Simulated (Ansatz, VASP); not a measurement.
## Two plane-wave programs on InF7

```
CELL_PARAMETERS angstrom
0.00000 3.44187 3.44187
3.44187 0.00000 3.44187
3.44187 3.44187 0.00000
ATOMIC_POSITIONS crystal
In 0.00000 0.00000 0.00000
F 0.00000 0.00000 0.50000
F 0.50000 0.00000 0.50000
F 0.00000 0.50000 0.50000
F 0.50000 0.50000 0.00000
F 0.00000 0.50000 0.00000
F 0.50000 0.00000 0.00000
F 0.50000 0.50000 0.50000
```

Change from the starting cell: species swapped into the Zn7Mo type (Fm-3m, No. 225).

Alike in both runs: task relaxation of cell and atoms; functional PBE; k mesh 10 × 10 × 10; occupations gaussian, width 0.1 eV; no spin polarisation.

|  | VASP | Ansatz |
| --- | --- | --- |
| version | VASP 6.6.1 | Ansatz 0.2.0 |
| potentials or method | VASP PAW PBE potentials, release 64 (In_d, F), cutoff 600 eV | scalar-relativistic, plane waves, PAW |
| valence electrons in the cell | 62 | 62 |

|  | VASP | Ansatz | Ansatz less VASP |
| --- | --- | --- | --- |
| gap on the k mesh at the Fermi level, each at its own relaxed structure (eV) | none | none | - |
| relaxed volume (Å³/atom) | 10.14 | 10.18 | +0.037 |
| relaxed length of the cell vector where the two differ most in proportion (Å) | 4.860 | 4.866 | +0.0059 |

A gap of «none» marks a metal or a gap that the smearing closes.
